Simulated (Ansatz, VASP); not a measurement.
# Si: VASP beside Ansatz

```
Si
1.0
    -3.23429    3.23429    1.86969
     3.23429   -3.23429    1.86969
     3.23429    3.23429   -1.86969
Si
4
Direct
  0.17880 0.17880 0.35760
  0.82120 0.82120 0.64240
  0.17880 0.82120 0.00000
  0.82120 0.17880 0.00000
```

Alike in both runs: task single point; functional LDA; k mesh 7 × 7 × 7; no spin polarisation.

```csv
,VASP,Ansatz
version,VASP 6.6.1,Ansatz 0.2.0
potentials or method,"VASP PAW LDA potentials, release 64 (Si), cutoff 520 eV","plane waves, PAW"
occupations,"methfessel-paxton of order 1, width 0.1 eV","cold, width 0.1 eV"
valence electrons in the cell,16,16
```

|  | VASP | Ansatz | Ansatz less VASP |
| --- | --- | --- | --- |
| pressure (GPa) | 6.3 | 6.3 | -0.07 |
| traceless stress, the component that is largest in VASP (GPa) | 0.20 | 0.22 | +0.019 |

LDA's correlation is that of Perdew and Zunger in VASP and of Perdew and Wang (1992) in Ansatz.
